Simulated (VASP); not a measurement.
# MgO (Fm-3m) in VASP: notebook

The runs below take MgO through phonons, with r2SCAN.

Everything below comes from runs of VASP 6.6.1. Logs are shortened: lines on timing, memory, paths and dates and some standing lists are left out, and cuts for length are marked.

**1. The cell of the first run**

The structure is cubic, space group Fm-3m (No. 225). The conventional cell has a = 4.098 Å, b = 4.098 Å, c = 4.098 Å, α = 90.00°, β = 90.00°, γ = 90.00°. Within 2.7 Å of Mg (site symmetry m-3m) lie 6 O at 2.05 Å. Within 2.7 Å of O (site symmetry m-3m) lie 6 Mg at 2.05 Å.

**2. Phonons, r2SCAN**

Contents of INCAR:

```
SYSTEM = MgO
  ALGO = Normal
  EDIFF = 1E-8
  ENCUT = 520
  IBRION = 6
  ISIF = 2
  ISMEAR = 0
  LASPH = .TRUE.
  LCHARG = .FALSE.
  LMIXTAU = .TRUE.
  LREAL = .FALSE.
  LWAVE = .FALSE.
  METAGGA = R2SCAN
  NBANDS = 11
  NELM = 80
  NFREE = 2
  NSW = 1
  POTIM = 0.015
  PREC = Accurate
  SIGMA = 0.01
```

Contents of KPOINTS:

```
k-points
0
G
  10 10 10
  0 0 0
```

Contents of POSCAR:

```
MgO
1.0
    2.0490258035      2.0490258035      0.0000000000
   -2.0490258035      2.0490258035      0.0000000000
    0.0000000000      2.0490258035      2.0490258035
Mg O
1 1
Direct
    0.0000000000      0.0000000000      0.0000000000
    0.5000000000      0.5000000000      0.0000000000
```

Potentials or basis: VASP PAW PBE potentials, release 64 (Mg, O).

Launch:

```bash
$ cat potpaw_PBE.64/Mg/POTCAR potpaw_PBE.64/O/POTCAR > POTCAR
$ mpirun -np 1 vasp_std > vasp.out
```

OUTCAR:

```text
SYSTEM = MgO
   EDIFF = 1E-8
   ENCUT = 520
   IBRION = 6
   ISIF = 2
   ISMEAR = 0
   LASPH = .TRUE.
   LREAL = .FALSE.
   METAGGA = R2SCAN
   NELM = 80
   NFREE = 2
   NSW = 1
   POTIM = 0.015
   PREC = Accurate

 ion  position               nearest neighbor table
   1  0.000  0.000  0.000-   2 2.05   2 2.05   2 2.05   2 2.05   2 2.05   2 2.05
   2  0.500  0.500  0.000-   1 2.05   1 2.05   1 2.05   1 2.05   1 2.05   1 2.05

  LATTYP: Found a face centered cubic cell.
 ALAT       =     4.0980516070

  Lattice vectors:

 A1 = (   0.0000000000,   2.0490258035,   2.0490258035)
 A2 = (   2.0490258035,   0.0000000000,   2.0490258035)
 A3 = (   2.0490258035,   2.0490258035,   0.0000000000)

Analysis of symmetry for initial positions (statically):
=====================================================================
 Subroutine PRICEL returns:
 Original cell was already a primitive cell.

 Routine SETGRP: Setting up the symmetry group for a
 face centered cubic supercell.

 Subroutine GETGRP returns: Found 48 space group operations
 (whereof 48 operations were pure point group operations)
 out of a pool of 48 trial point group operations.

The static configuration has the point symmetry O_h .

Analysis of symmetry for dynamics (positions and initial velocities):
=====================================================================
 Subroutine PRICEL returns:
 Original cell was already a primitive cell.

 Routine SETGRP: Setting up the symmetry group for a
 face centered cubic supercell.

 Subroutine GETGRP returns: Found 48 space group operations
 (whereof 48 operations were pure point group operations)
 out of a pool of 48 trial point group operations.

The dynamic configuration has the point symmetry O_h .

 Subroutine INISYM returns: Found 48 space group operations
 (whereof 48 operations are pure point group operations),
 and found     1 'primitive' translations

----------------------------------------------------------------------------------------

                                     Primitive cell

  volume of cell :      17.2057

  direct lattice vectors                    reciprocal lattice vectors
     2.049025804  2.049025804  0.000000000     0.244018401  0.244018401 -0.244018401
    -2.049025804  2.049025804  0.000000000    -0.244018401  0.244018401 -0.244018401
     0.000000000  2.049025804  2.049025804     0.000000000  0.000000000  0.488036802

  length of vectors
     2.897760081  2.897760081  2.897760081     0.422652268  0.422652268  0.488036802

  position of ions in fractional coordinates (direct lattice)
     0.000000000  0.000000000  0.000000000
     0.500000000  0.500000000  0.000000000

  ion indices of the primitive-cell ions
   primitive index   ion index
                 1           1
                 2           2

----------------------------------------------------------------------------------------

 KPOINTS: k-points

Automatic generation of k-mesh.
 Grid dimensions read from file:
 generate k-points for:   10   10   10

 Generating k-lattice:

  Cartesian coordinates                     Fractional coordinates (reciprocal lattice)
     0.024401840  0.024401840 -0.024401840     0.100000000  0.000000000  0.000000000
    -0.024401840  0.024401840 -0.024401840     0.000000000  0.100000000  0.000000000
     0.000000000  0.000000000  0.048803680     0.000000000  0.000000000  0.100000000

[... 56 lines left out ...]
   EDIFF  = 0.1E-07   stopping-criterion for ELM
   LREAL  =      F    real-space projection
   EDIFFG = 0.1E-06   stopping-criterion for IOM
   NSW    =     61    number of steps for IOM
   IBRION =      6    ionic relax: 0-MD 1-quasi-New 2-CG
   NFREE  =      2    steps in history (QN), initial steepest desc. (CG)
   ISIF   =      2    stress and relaxation
   ISYM   =      2    0-nonsym 1-usesym 2-fastsym
   POTIM  = 0.0150    time-step for ionic-motion
   TEBEG  =    0.0;   TEEND  =   0.0 temperature during run
   PSTRESS=    0.0 pullay stress
   NELECT =       8.0000    total number of electrons
   NUPDOWN=      -1.0000    fix difference up-down
   EMIN   =  10.00;   EMAX   =-10.00  energy-range for DOS
   EFERMI =   0.00;   METHOD = LEGACY
   ISMEAR =     0;   SIGMA  =   0.01  broadening in eV -4-tet -1-fermi 0-gaus
   EFERMI_NEDOS =   21; number of points for ismear=-14 and -15
   IALGO  =     38    algorithm
   IMIX   =      4    mixing-type and parameters
     AMIX     =   0.40;   BMIX     =  1.00
     AMIX_MAG =   1.60;   BMIX_MAG =  1.00
  volume/ion in A,a.u.               =       8.60        58.05
  Fermi-wavevector in a.u.,A,eV,Ry     =   1.268277  2.396696 21.885327  1.608526
  Thomas-Fermi vector in A             =   2.401380
   LORBIT       =      0    0 simple, 1 ext, 2 COOP (PROOUT), +10 PAW based schemes
   METAGGA = R2SCAN    functional components
   LHFCALC =     F    Hartree Fock is set to
   AEXX    =    0.0000 exact exchange contribution
   IVDW    =     0    specifies the selected vdW correction
   LEPSILON=     F    determine dielectric tensor
   LRPA    =     F    only Hartree local field effects (RPA)
 finite differences with symmetry
 non-spin polarized calculation
 Gauss-broadening in eV      SIGMA  =   0.01
  energy-cutoff  :      520.00
  volume of cell :       17.21
 maximum number of plane-waves:       483
 NGX is ok and might be reduce to    24
   NGX = 11   NGY = 11   NGZ = 11

--------------------------------------- Ionic step        1  -------------------------------------------

 number of electron       7.9999997 magnetization

 Free energy of the ion-electron system (eV)
  ---------------------------------------------------
  ext. energy  EPLUGINS =         0.00000000
  ---------------------------------------------------
  free energy    TOTEN  =       -16.10859581 eV

  energy without entropy =      -16.10859581  energy(sigma->0) =      -16.10859581

------------------------ aborting loop because EDIFF is reached ----------------------------------------

  FORCE on cell =-STRESS in cart. coord.  units (eV):
  Direction    XX          YY          ZZ          XY          YZ          ZX
  --------------------------------------------------------------------------------------
  -------------------------------------------------------------------------------------
  Total        1.4872546      1.4872546      1.4872546      0.0000000      0.0000000      0.0000000
  in kB      138.4916589    138.4916589    138.4916589      0.0000000      0.0000000      0.0000000
  external PRESSURE =     138.4916589 kB  Pullay stress =       0.0000000 kB
[... 131 lines left out ...]
--------------------------------------- Ionic step        5  -------------------------------------------

 number of electron       7.9999999 magnetization

 Free energy of the ion-electron system (eV)
  ---------------------------------------------------
  ext. energy  EPLUGINS =         0.00000000
  ---------------------------------------------------
  free energy    TOTEN  =       -16.10771100 eV

  energy without entropy =      -16.10771100  energy(sigma->0) =      -16.10771100

 E-fermi :   3.5483     XC(G=0): -12.0252

 val. band max:        3.4088164650   @ k =   0.0000   0.0000   0.0000
 cond. band min:       9.8898740237   @ k =   0.0000   0.0000   0.0000
 fundamental gap:      6.4810575588
 Fermi energy:         3.5483088590

 k-point     1 :       0.0000    0.0000    0.0000
  band No.  band energies     occupation
      1     -15.2329      2.00000
      2       3.4085      2.00000
      3       3.4088      2.00000
      4       3.4088      2.00000
      5       9.8899      0.00000
      6      20.7257      0.00000
      7      20.7262      0.00000
      8      20.7262      0.00000
      9      25.1129      0.00000
     10      26.9750      0.00000
     11      26.9760      0.00000
[... 309 lines left out ...]
 k-point    24 :       0.4000    0.3000    0.0000
  band No.  band energies     occupation
      1     -13.5112      2.00000
      2      -0.4574      2.00000
      3       0.4998      2.00000
      4       2.2262      2.00000
      5      15.0376      0.00000
      6      17.4673      0.00000
      7      18.1402      0.00000
      8      23.6397      0.00000
      9      24.4522      0.00000
     10      29.7190      0.00000
     11      33.8589      0.00000

 [... further k-points ...]
[... 5 lines left out ...]
  --------------------------------------------------------------------------------------
  -------------------------------------------------------------------------------------
  Total        1.4990870      1.4863369      1.4863369      0.0000000      0.0000000      0.0000000
  in kB      139.5934866    138.4062079    138.4062079      0.0000000      0.0000000      0.0000000
  external PRESSURE =     138.8019675 kB  Pullay stress =       0.0000000 kB
[... 17 lines left out ...]
  FREE ENERGIE OF THE ION-ELECTRON SYSTEM (eV)
  ---------------------------------------------------
  free  energy   TOTEN  =       -16.1077110008 eV

  energy  without entropy=      -16.1077110008  energy(sigma->0) =      -16.10771100

 INTERNAL STRAIN TENSORS FROM DISPLACED ATOMS
 ============================================

 INTERNAL STRAIN TENSOR FOR ION    1 for displacements in x,y,z  (eV/Angst):
          X           Y           Z          XY          YZ          ZX
  --------------------------------------------------------------------------------
  x     0.00000     0.00000     0.00000     0.00000     0.00000     0.00000
  y     0.00000     0.00000     0.00000     0.00000     0.00000     0.00000
  z     0.00000     0.00000     0.00000     0.00000     0.00000     0.00000

 INTERNAL STRAIN TENSOR FOR ION    2 for displacements in x,y,z  (eV/Angst):
          X           Y           Z          XY          YZ          ZX
  --------------------------------------------------------------------------------
  x     0.00000     0.00000     0.00000     0.00000     0.00000     0.00000
  y     0.00000     0.00000     0.00000     0.00000     0.00000     0.00000
  z     0.00000     0.00000     0.00000     0.00000     0.00000     0.00000

 Eigenvectors and eigenvalues of the dynamical matrix
 ----------------------------------------------------

   1 f  =   14.270910 THz    89.666769 2PiTHz  476.026303 cm-1    59.019713 meV
             X         Y         Z           dx          dy          dz
      0.000000  0.000000  0.000000    -0.532587    0.329532    0.000000
      0.000000  2.049026  0.000000     0.662950   -0.410192    0.000000
[... 21 lines left out ...]
   6 f/i=    0.069101 THz     0.434171 2PiTHz    2.304946 cm-1     0.285777 meV
             X         Y         Z           dx          dy          dz
      0.000000  0.000000  0.000000     0.000013   -0.146961   -0.765613
      0.000000  2.049026  0.000000     0.000011   -0.118062   -0.615062

 ELASTIC MODULI CONTR FROM IONIC RELAXATION (kBar)
 Direction    XX          YY          ZZ          XY          YZ          ZX
 --------------------------------------------------------------------------------
 XX           0.0000      0.0000      0.0000      0.0000      0.0000      0.0000
 YY           0.0000      0.0000      0.0000      0.0000      0.0000      0.0000
 ZZ           0.0000      0.0000      0.0000      0.0000      0.0000      0.0000
 XY           0.0000      0.0000      0.0000      0.0000      0.0000      0.0000
 YZ           0.0000      0.0000      0.0000      0.0000      0.0000      0.0000
 ZX           0.0000      0.0000      0.0000      0.0000      0.0000      0.0000
 --------------------------------------------------------------------------------
```

Wall time 6.8 min (1 thread of Intel Xeon 8259CL, shared host); peak memory 0.18 GiB.

Results:

| Property | Result |
| --- | --- |
| Highest phonon frequency at Γ, LO-TO splitting left out | 476 cm⁻¹ |

Phonon frequencies in cm⁻¹ (negative: imaginary):
| q point | frequencies |
| --- | --- |
| (0.000, 0.000, 0.000) | -2 -2 -2 476 476 476 |

Caveat: the cell stands under pressure or tension, which shifts response properties; the PAW data sets were made with another functional, which shifts forces and pressure a little.

[end of part 1 of 3]
